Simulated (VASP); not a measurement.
Set up this calculation in VASP 6.6.1, as the native input.

* Task: single point
* Functional: PBEsol
* Potentials or basis: VASP PAW PBE potentials, release 64 (Ti_sv, Al)
* Cutoff: 520 eV
* k mesh: 14 × 14 × 14
* Occupations: gaussian, width 0.15 eV
* Spin: no spin polarisation
* Dipole correction: no
* Further INCAR settings: ALGO = Fast; EDIFF = 1e-07; NBANDS = 14

The structure of TiAl lies in POSCAR:

```
TiAl
1.0
    2.9250135935      0.0000000000      0.0000000000
    0.0000000000      3.5035773053      0.0000000000
    0.0000000000      0.0000000000      3.1563759507
Ti Al
1 1
Direct
    0.0000000000      0.0000000000      0.0000000000
    0.5000000000      0.5000000000      0.5000000000
```

This cell differs from its parent crystal: normal strain along x -0.0733, normal strain along y +0.1100.

The input as run:

INCAR

```
ALGO = Fast ; EDIFF = 1E-7
ENCUT = 520 ; GGA = PS
ISIF = 2 ; ISMEAR = 0
LASPH = True ; LCHARG = False
LREAL = False ; LWAVE = False
NBANDS = 14 ; NELM = 80
PREC = Accurate ; SIGMA = 0.15
```

KPOINTS

```
k-points
0
Gamma
  14 14 14
```

Potentials or basis: VASP PAW PBE potentials, release 64 (Ti_sv, Al).

Run with:

```sh
$ cat potpaw_PBE.64/Ti_sv/POTCAR potpaw_PBE.64/Al/POTCAR > POTCAR
$ mpirun -np 1 vasp_std > vasp.out
```

Results of the run:

```
Pressure : -2.7 GPa
```

Caveat: the cell differs from its parent crystal (normal strain along x -0.0733, normal strain along y +0.1100); the PAW data sets were made with another functional, which shifts forces and pressure a little.

Wall time 5.4 min on 1 thread of Intel(R) Xeon(R) Platinum 8259CL CPU @ 2.50GHz (Skylake/Cascade Lake) (shared host), peak memory 0.34 GiB.
